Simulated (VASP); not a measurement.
# Sr (I4/mmm) in VASP: notebook

The runs below take Sr through single point, with r2SCAN.

Program: VASP 6.6.1. These are calculated values, not measurements. Logs are shortened: lines on timing, memory, paths and dates and some standing lists are left out, and cuts for length are marked.

## 1. The cell of the first run

It takes space group I4/mmm (No. 139, tetragonal). Conventional cell: a = 4.850 Å, b = 4.850 Å, c = 4.668 Å, α = 90.00°, β = 90.00°, γ = 90.00°. Within 5.4 Å of Sr (site symmetry 4/mmm) lie 14 Sr at 4.15 to 4.85 Å.

## 2. Single point, r2SCAN (strain -0.0375 x Voigt [0, 1, 0, 0, 0, 0])

POSCAR reads:

```
Sr
1.0
   -2.4250000000      2.3340625000      2.4250000000
    2.4250000000     -2.3340625000      2.4250000000
    2.4250000000      2.3340625000     -2.4250000000
Sr
1
Direct
    0.0000000000      0.0000000000      0.0000000000
```

INCAR.step1 reads:

```
  PREC = Accurate
  ENCUT = 520
  ISMEAR = 0
  SIGMA = 0.15
  LREAL = F
  LASPH = T
  NELM = 60
  NBANDS = 11
  GGA = PE
  ALGO = Normal
  EDIFF = 1E-4
  LWAVE = T
  LCHARG = F
```

INCAR.step2 reads:

```
  PREC = Accurate
  ENCUT = 520
  EDIFF = 1E-6
  ISMEAR = 0
  SIGMA = 0.15
  LREAL = F
  LASPH = T
  NELM = 60
  ALGO = Normal
  ISIF = 2
  LWAVE = F
  LCHARG = F
  METAGGA = R2SCAN
  LMIXTAU = T
  NBANDS = 11
  ISTART = 1
```

KPOINTS reads:

```
Automatic mesh
0
Gamma
  14 14 14
```

Potentials or basis: VASP PAW PBE potentials, release 64 (Sr_sv).

Started as:

```
cat potpaw_PBE.64/Sr_sv/POTCAR > POTCAR
cp INCAR.step1 INCAR
mpirun -np 1 vasp_std > vasp.out
cp INCAR.step2 INCAR
mpirun -np 1 vasp_std > vasp.out
```

OUTCAR:

```text
PREC = Accurate
   ENCUT = 520
   EDIFF = 1E-6
   ISMEAR = 0
   LREAL = F
   LASPH = T
   NELM = 60
   ISIF = 2
   METAGGA = R2SCAN
   ISTART = 1

 ion  position               nearest neighbor table
   1  0.000  0.000  0.000-

  LATTYP: Found a body centered tetragonal cell.
 ALAT       =     4.8500000000
 C/A-ratio  =     0.9625000000

  Lattice vectors:

 A1 = (  -2.4250000000,  -2.3340625000,   2.4250000000)
 A2 = (   2.4250000000,  -2.3340625000,  -2.4250000000)
 A3 = (   2.4250000000,   2.3340625000,   2.4250000000)

Analysis of symmetry for initial positions (statically):
=====================================================================
 Subroutine PRICEL returns:
 Original cell was already a primitive cell.

 Routine SETGRP: Setting up the symmetry group for a
 body centered tetragonal supercell.

 Subroutine GETGRP returns: Found 16 space group operations
 (whereof 16 operations were pure point group operations)
 out of a pool of 16 trial point group operations.

The static configuration has the point symmetry D_4h.

Analysis of symmetry for dynamics (positions and initial velocities):
=====================================================================
 Subroutine PRICEL returns:
 Original cell was already a primitive cell.

 Routine SETGRP: Setting up the symmetry group for a
 body centered tetragonal supercell.

 Subroutine GETGRP returns: Found 16 space group operations
 (whereof 16 operations were pure point group operations)
 out of a pool of 16 trial point group operations.

The dynamic configuration has the point symmetry D_4h.

 Subroutine INISYM returns: Found 16 space group operations
 (whereof 16 operations are pure point group operations),
 and found     1 'primitive' translations

----------------------------------------------------------------------------------------

                                     Primitive cell

  volume of cell :      54.9030

  direct lattice vectors                    reciprocal lattice vectors
    -2.425000000  2.334062500  2.425000000     0.000000000  0.214218771  0.206185567
     2.425000000 -2.334062500  2.425000000     0.206185567  0.000000000  0.206185567
     2.425000000  2.334062500 -2.425000000     0.206185567  0.214218771  0.000000000

  length of vectors
     4.148384957  4.148384957  4.148384957     0.297325024  0.291590425  0.297325024

  position of ions in fractional coordinates (direct lattice)
     0.000000000  0.000000000  0.000000000

  ion indices of the primitive-cell ions
   primitive index   ion index
                 1           1

----------------------------------------------------------------------------------------

 KPOINTS: Automatic mesh

Automatic generation of k-mesh.
 Grid dimensions read from file:
 generate k-points for:   14   14   14

 Generating k-lattice:

  Cartesian coordinates                     Fractional coordinates (reciprocal lattice)
     0.000000000  0.015301341  0.014727541     0.071428571  0.000000000 -0.000000000
     0.014727541  0.000000000  0.014727541     0.000000000  0.071428571  0.000000000
     0.014727541  0.015301341  0.000000000    -0.000000000  0.000000000  0.071428571

  Length of vectors
     0.021237502  0.020827888  0.021237502

  Shift w.r.t. Gamma in fractional coordinates (k-lattice)
     0.000000000  0.000000000  0.000000000

 Subroutine IBZKPT returns following result:
 ===========================================

 Found    244 irreducible k-points:

 Following reciprocal coordinates:
            Coordinates               Weight
  0.000000  0.000000  0.000000      1.000000
  0.071429  0.000000  0.000000      8.000000
  0.142857 -0.000000  0.000000      8.000000
  0.214286 -0.000000  0.000000      8.000000
  0.285714  0.000000  0.000000      8.000000
  0.357143  0.000000  0.000000      8.000000
[... 16 lines left out ...]
  0.071429  0.142857  0.000000     16.000000
  0.142857  0.142857  0.000000     16.000000
 [... further k-points ...]
   k-points           NKPTS =    244   k-points in BZ     NKDIM =    244   number of bands    NBANDS=     11
   number of dos      NEDOS =    301   number of ions     NIONS =      1
   total plane-waves  NPLWV =  32768
   dimension x,y,z NGX =    32 NGY =   32 NGZ =   32
   dimension x,y,z NGXF=    64 NGYF=   64 NGZF=   64
   ions per type =               1
   NGX,Y,Z   is equivalent  to a cutoff of  12.82, 12.82, 12.82 a.u.
   NGXF,Y,Z  is equivalent  to a cutoff of  25.65, 25.65, 25.65 a.u.
 SYSTEM =  unknown system
   PREC   = accura    normal or accurate (medium, high low for compatibility)
   ISTART =      1    job   : 0-new  1-cont  2-samecut
   ICHARG =      0    charge: 1-file 2-atom 10-const
   ISPIN  =      1    spin polarized calculation?
   LNONCOLLINEAR =      F non collinear calculations
   LSORBIT =      F    spin-orbit coupling
   LASPH  =      T    aspherical Exc in radial PAW
   ENCUT  =  520.0 eV  38.22 Ry    6.18 a.u.   7.71  7.71  7.71*2*pi/ulx,y,z
   NELM   =     60;   NELMIN=  2; NELMDL=  0     # of ELM steps
   EDIFF  = 0.1E-05   stopping-criterion for ELM
   LREAL  =      F    real-space projection
   EDIFFG = 0.1E-04   stopping-criterion for IOM
   NSW    =      0    number of steps for IOM
   IBRION =     -1    ionic relax: 0-MD 1-quasi-New 2-CG
   NFREE  =      0    steps in history (QN), initial steepest desc. (CG)
   ISIF   =      2    stress and relaxation
   ISYM   =      2    0-nonsym 1-usesym 2-fastsym
   POTIM  = 0.5000    time-step for ionic-motion
   TEBEG  =    0.0;   TEEND  =   0.0 temperature during run
   PSTRESS=    0.0 pullay stress
   NELECT =      10.0000    total number of electrons
   NUPDOWN=      -1.0000    fix difference up-down
   EMIN   =  10.00;   EMAX   =-10.00  energy-range for DOS
   EFERMI =   0.00;   METHOD = LEGACY
   ISMEAR =     0;   SIGMA  =   0.15  broadening in eV -4-tet -1-fermi 0-gaus
   EFERMI_NEDOS =   21; number of points for ismear=-14 and -15
   IALGO  =     38    algorithm
   IMIX   =      4    mixing-type and parameters
     AMIX     =   0.40;   BMIX     =  1.00
     AMIX_MAG =   1.60;   BMIX_MAG =  1.00
  volume/ion in A,a.u.               =      54.90       370.50
  Fermi-wavevector in a.u.,A,eV,Ry     =   0.927989  1.753645 11.716843  0.861164
  Thomas-Fermi vector in A             =   2.054118
   LORBIT       =      0    0 simple, 1 ext, 2 COOP (PROOUT), +10 PAW based schemes
   METAGGA = R2SCAN    functional components
   LHFCALC =     F    Hartree Fock is set to
   AEXX    =    0.0000 exact exchange contribution
   IVDW    =     0    specifies the selected vdW correction
   LEPSILON=     F    determine dielectric tensor
   LRPA    =     F    only Hartree local field effects (RPA)
 non-spin polarized calculation
 Gauss-broadening in eV      SIGMA  =   0.15
  energy-cutoff  :      520.00
  volume of cell :       54.90
 maximum number of plane-waves:      1495
   NGX = 15   NGY = 15   NGZ = 15

 number of electron      10.0000000 magnetization

 Free energy of the ion-electron system (eV)
  ---------------------------------------------------
  ext. energy  EPLUGINS =         0.00000000
  ---------------------------------------------------
  free energy    TOTEN  =       -15.09571072 eV

  energy without entropy =      -15.07997755  energy(sigma->0) =      -15.08784413

 E-fermi :   1.6269     XC(G=0):  -7.7900

 val. band max:        1.6231251289   @ k =  -0.1429   0.5000   0.1429
 cond. band min:       1.6370554958   @ k =   0.3571   0.2857   0.0000
 fundamental gap:      0.0139303668
 Fermi energy:         1.6268519517

 k-point     1 :       0.0000    0.0000    0.0000
  band No.  band energies     occupation
      1     -36.3982      2.00000
      2     -17.6601      2.00000
      3     -17.6548      2.00000
      4     -17.6548      2.00000
      5      -2.2124      2.00000
      6       4.2168      0.00000
      7       4.4539      0.00000
      8       4.4539      0.00000
      9       5.5470      0.00000
     10       5.8836      0.00000
     11      10.0648      0.00000

 k-point     2 :       0.0714    0.0000    0.0000
  band No.  band energies     occupation
      1     -36.3973      2.00000
      2     -17.6688      2.00000
      3     -17.6583      2.00000
      4     -17.6569      2.00000
      5      -2.1193      2.00000
      6       4.1893      0.00000
      7       4.3839      0.00000
      8       4.4748      0.00000
      9       5.5095      0.00000
     10       5.7817      0.00000
     11      10.2504      0.00000

 k-point     3 :       0.1429   -0.0000    0.0000
  band No.  band energies     occupation
      1     -36.3950      2.00000
      2     -17.6977      2.00000
      3     -17.6679      2.00000
      4     -17.6578      2.00000
      5      -1.8463      2.00000
      6       3.9913      0.00000
      7       4.0956      0.00000
      8       4.6935      0.00000
      9       5.4441      0.00000
     10       5.6838      0.00000
     11      10.4796      0.00000

 k-point     4 :       0.2143   -0.0000    0.0000
  band No.  band energies     occupation
      1     -36.3916      2.00000
      2     -17.7396      2.00000
      3     -17.6818      2.00000
      4     -17.6586      2.00000
      5      -1.4128      2.00000
      6       3.5893      0.00000
      7       3.7027      0.00000
      8       5.1087      0.00000
      9       5.4999      0.00000
     10       5.6904      0.00000
     11      10.2367      0.00000
[... 239 lines left out ...]
 k-point    22 :       0.0000    0.1429    0.0000
  band No.  band energies     occupation
      1     -36.3951      2.00000
      2     -17.6949      2.00000
      3     -17.6721      2.00000
      4     -17.6542      2.00000
      5      -1.8607      2.00000
      6       3.9192      0.00000
      7       4.1670      0.00000
      8       4.7975      0.00000
      9       5.2413      0.00000
     10       5.8313      0.00000
     11      10.3733      0.00000

 k-point    23 :       0.0714    0.1429    0.0000
  band No.  band energies     occupation
      1     -36.3931      2.00000
      2     -17.7210      2.00000
      3     -17.6769      2.00000
      4     -17.6577      2.00000
      5      -1.6033      2.00000
      6       3.6711      0.00000
      7       3.9710      0.00000
      8       5.0284      0.00000
      9       5.1782      0.00000
     10       5.8808      0.00000
     11      10.4909      0.00000

 k-point    24 :       0.1429    0.1429    0.0000
  band No.  band energies     occupation
      1     -36.3901      2.00000
      2     -17.7554      2.00000
      3     -17.6861      2.00000
      4     -17.6643      2.00000
      5      -1.1875      2.00000
      6       3.3320      0.00000
      7       3.6374      0.00000
      8       5.1689      0.00000
      9       5.4292      0.00000
     10       5.9945      0.00000
     11       9.9411      0.00000

 [... further k-points ...]
[... 5 lines left out ...]
  --------------------------------------------------------------------------------------
  -------------------------------------------------------------------------------------
  Total        0.0685503      0.0971539      0.0685503      0.0000000      0.0000000      0.0000000
  in kB        2.0004320      2.8351435      2.0004320      0.0000000      0.0000000      0.0000000
  external PRESSURE =       2.2786692 kB  Pullay stress =       0.0000000 kB

 VOLUME and BASIS-vectors are now :
 -----------------------------------------------------------------------------
  energy-cutoff  :      520.00
  volume of cell :       54.90
      direct lattice vectors                 reciprocal lattice vectors
    -2.425000000  2.334062500  2.425000000     0.000000000  0.214218771  0.206185567
     2.425000000 -2.334062500  2.425000000     0.206185567  0.000000000  0.206185567
     2.425000000  2.334062500 -2.425000000     0.206185567  0.214218771  0.000000000

 POSITION                                       TOTAL-FORCE (eV/Angst)
 -----------------------------------------------------------------------------------
      0.00000      0.00000      0.00000        -0.000000     -0.000000      0.000000
 -----------------------------------------------------------------------------------
    total drift:                                0.000000      0.000000     -0.000000

  FREE ENERGIE OF THE ION-ELECTRON SYSTEM (eV)
  ---------------------------------------------------
  free  energy   TOTEN  =       -15.0957107226 eV

  energy  without entropy=      -15.0799775469  energy(sigma->0) =      -15.08784413
```

It took 11 min on 1 thread of Oxide Virtual Turin-like, shared host; peak memory 0.26 GiB.

What came out:

| Quantity | Value |
| --- | --- |
| Free energy | -15.0957 eV |
| Pressure | 0.2 GPa |
| Band gap on the k mesh | zero (bands 5 and 6 overlap by 0.33 eV) |

Stress tensor (GPa, compression positive):
```
0.20 0.00 0.00
0.00 0.28 0.00
0.00 0.00 0.20
```

Caveat: the cell differs from its parent crystal (strain -0.0375 x Voigt [0, 1, 0, 0, 0, 0]); the PAW data sets were made with another functional, which shifts forces and pressure a little.

## 3. Single point, r2SCAN (strain +0.0375 x Voigt [0, 1, 0, 0, 0, 0])

POSCAR reads:

```
Sr
1.0
   -2.4250000000      2.5159375000      2.4250000000
    2.4250000000     -2.5159375000      2.4250000000
    2.4250000000      2.5159375000     -2.4250000000
Sr
1
Direct
    0.0000000000      0.0000000000      0.0000000000
```

INCAR.step1 reads:

```
PREC = Accurate ; ENCUT = 520
ISMEAR = 0 ; SIGMA = 0.15
LREAL = False ; LASPH = True
NELM = 100 ; NBANDS = 11
GGA = PE ; ALGO = Normal
EDIFF = 1E-4 ; LWAVE = True
LCHARG = False
```

INCAR.step2 reads:

```
PREC = Accurate ; ENCUT = 520
EDIFF = 1E-6 ; ISMEAR = 0
SIGMA = 0.15 ; LREAL = False
LASPH = True ; NELM = 100
ALGO = Normal ; ISIF = 2
LWAVE = False ; LCHARG = False
METAGGA = R2SCAN ; LMIXTAU = True
NBANDS = 11 ; ISTART = 1
```

KPOINTS is that of step 2.

Potentials or basis: VASP PAW PBE potentials, release 64 (Sr_sv).

Started as:

```
cat potpaw_PBE.64/Sr_sv/POTCAR > POTCAR
cp INCAR.step1 INCAR
mpirun -np 1 vasp_std > vasp.out
cp INCAR.step2 INCAR
mpirun -np 1 vasp_std > vasp.out
```

Run time: 11 min. Hardware: 1 thread of Oxide Virtual Turin-like, shared host; peak memory 0.26 GiB.

The run converged. Its results:

* Free energy: -15.0914 eV
* Pressure: -0.5 GPa
* Band gap on the k mesh: zero (bands 5 and 6 overlap by 0.26 eV)

Levels at points of the mesh, in eV from the Fermi level:
| k point | band 3 | band 4 | band 5 | band 6 | band 7 | band 8 |
| --- | --- | --- | --- | --- | --- | --- |
| (0.00, 0.00, 0.00) | -19.46 | -19.45 | -3.73 | 2.57 | 2.57 | 2.78 |
| (0.50, 0.00, 0.00) | -19.51 | -19.46 | -0.94 | -0.01 | 1.53 | 3.64 |
| (0.00, 0.50, 0.00) | -19.51 | -19.46 | -0.87 | 0.10 | 1.29 | 3.91 |
| (0.50, 0.50, 0.50) | -19.57 | -19.57 | -0.05 | 0.03 | 3.22 | 3.75 |

Caveat: the cell differs from its parent crystal (strain +0.0375 x Voigt [0, 1, 0, 0, 0, 0]); the PAW data sets were made with another functional, which shifts forces and pressure a little.
